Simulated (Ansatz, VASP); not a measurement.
Pt in VASP and in Ansatz

```
Pt
1.0
     0.00000    1.94683    1.87869
     1.94683    0.00000    1.87869
     1.94683    1.94683    0.00000
Pt
1
Direct
  0.00000 0.00000 0.00000
```

Change from the starting cell: normal strain along x +0.0000, normal strain along z -0.0350.

Alike in both runs: task single point; functional LDA; k mesh 20 × 20 × 20; occupations gaussian, width 0.15 eV; no spin polarisation.

|  | VASP | Ansatz |
| --- | --- | --- |
| version | VASP 6.6.1 | Ansatz 0.2.0 |
| potentials or method | VASP PAW LDA potentials, release 64 (Pt), cutoff 520 eV | scalar-relativistic, plane waves, PAW |
| valence electrons in the cell | 10 | 18 |

Ansatz gave:

```
gap on the k mesh at the Fermi level (eV)                     : none
pressure (GPa)                                                : 12.3
traceless stress, the component that is largest in VASP (GPa) : 2.54
```

**Question.** What did VASP give for the same quantities?

**Answer.** gap on the k mesh at the Fermi level (eV): none; pressure (GPa): 13.2; traceless stress, the component that is largest in VASP (GPa): 2.55.

LDA's correlation is that of Perdew and Zunger in VASP and of Perdew and Wang (1992) in Ansatz. A gap of «none» marks a metal or a gap that the smearing closes. VASP's potentials hold 10 valence electrons a cell and Ansatz's 18, so a difference there can come from the potentials and not from the codes.

Spin-orbit coupling is off throughout.
